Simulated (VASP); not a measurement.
Here is a VASP 6.6.1 calculation.

File INCAR:

```
SYSTEM = YNb
ALGO     = Normal         ! electronic algorithm
EDIFF    = 1E-6           ! SCF threshold, eV
ENCUT    = 520            ! plane-wave cutoff, eV
GGA      = PE             ! functional
ISIF     = 2              ! what is computed and relaxed
ISMEAR   = 0              ! smearing method
ISPIN    = 2              ! spin polarisation
LASPH    = .TRUE.         ! aspherical terms in the spheres
LCHARG   = .FALSE.        ! write CHGCAR
LMAXMIX  = 4              ! l up to which the mixer works
LORBIT   = 11             ! projections on sites
LREAL    = .FALSE.        ! projectors in reciprocal space
LWAVE    = .FALSE.        ! write WAVECAR
MAGMOM   = 0 1            ! initial moments
NBANDS   = 23             ! bands
NELM     = 150            ! most SCF steps
PREC     = Accurate       ! precision mode
SIGMA    = 0.1            ! smearing width, eV
```

The input KPOINTS:

```
k-points
0
G
  6 6 6
  0 0 0
```

The input POSCAR:

```
YNb
1.0
    3.6211288494      0.0000000000      0.0000000000
    0.0000000000      3.6211288494      0.0000000000
    0.0000000000      0.0000000000      3.6211288494
Y Nb
1 1
Direct
    0.5000000000      0.5000000000      0.5000000000
    0.0000000000      0.0000000000      0.0000000000
```

Potentials or basis: VASP PAW PBE potentials, release 64 (Y_sv, Nb_sv).

Command:

```bash
$ cat potpaw_PBE.64/Y_sv/POTCAR potpaw_PBE.64/Nb_sv/POTCAR > POTCAR
$ mpirun -np 1 vasp_std > vasp.out
```

(1) Estimate the band gap on the k mesh.

(2) Estimate the net moment.

(3) What does it give for the pressure?

## Answers

(1) zero (filled and empty bands overlap).

(2) 0.00 μB per cell.

(3) -0.4 GPa.
